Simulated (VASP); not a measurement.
Write the native input for VASP 6.6.1 that does the following.

```yaml
Task: single point
Functional: PBEsol-based global hybrid with 25 % exact exchange
Potentials_or_basis: VASP PAW PBE potentials, release 64 (Sb_d_GW)
Cutoff: 400 eV
k_mesh: 6 × 6 × 6
Occupations: fermi-dirac, width 0.05 eV
Spin: no spin polarisation
Dipole_correction: no
Grid_for_exact_exchange_PRECFOCK: Normal
Share_of_exact_exchange: 0.25
Further_INCAR_settings: ALGO = Normal; EDIFF = 1e-06; NBANDS = 14
```

The system is Sb.

```
CELL_PARAMETERS angstrom
-1.57654 1.57654 2.71194
1.57654 -1.57654 2.71194
1.57654 1.57654 -2.71194
ATOMIC_POSITIONS crystal
Sb 0.00000 0.00000 0.00000
```

One way to write it, as run:

POSCAR

```
Sb
1.0
   -1.5765401831      1.5765401831      2.7119384313
    1.5765401831     -1.5765401831      2.7119384313
    1.5765401831      1.5765401831     -2.7119384313
Sb
1
Direct
    0.0000000000      0.0000000000      0.0000000000
```

INCAR.step1

```
PREC = Accurate
ENCUT = 400
EDIFF = 1E-5
ISMEAR = -1
SIGMA = 0.05
LREAL = False
LASPH = True
NELM = 120
ALGO = Normal
ISIF = 2
LWAVE = True
LCHARG = False
GGA = PE
NBANDS = 14
GGA_COMPAT = False
```

INCAR.step2

```
PREC = Accurate
ENCUT = 400
EDIFF = 1E-6
ISMEAR = -1
SIGMA = 0.05
LREAL = False
LASPH = True
NELM = 120
ALGO = Normal
ISIF = 2
LWAVE = False
LCHARG = False
GGA = PS
LHFCALC = True
AEXX = 0.25
PRECFOCK = Normal
ISTART = 1
NBANDS = 14
GGA_COMPAT = False
```

KPOINTS

```
Automatic mesh
0
Gamma
  6 6 6
```

Potentials or basis: VASP PAW PBE potentials, release 64 (Sb_d_GW).

Run with:

```console
$ cat potpaw_PBE.64/Sb_d_GW/POTCAR > POTCAR
$ cp INCAR.step1 INCAR
$ mpirun -np 1 vasp_std > vasp.out
$ cp INCAR.step2 INCAR
$ mpirun -np 1 vasp_std > vasp.out
```

It gave:

```json
{"Pressure": "-3.2 GPa", "Band gap on the k mesh": "zero (an odd number of electrons rules out a gap without spin polarisation)"}
```

Caveat: the k points lie up to 0.38 Å⁻¹ apart, too coarse for converged energies and pressures of a metal; the PAW data sets were made with another functional, which shifts forces and pressure a little; spin-orbit coupling is left out, which moves the levels of the heavy elements; an odd number of electrons without spin polarisation forces a metal; a magnetic or distorted state may lie lower.

Wall time 14 min on 1 thread of AMD EPYC 9R45 96-Core Processor (Zen 5), with other jobs on the host, peak memory 0.13 GiB.
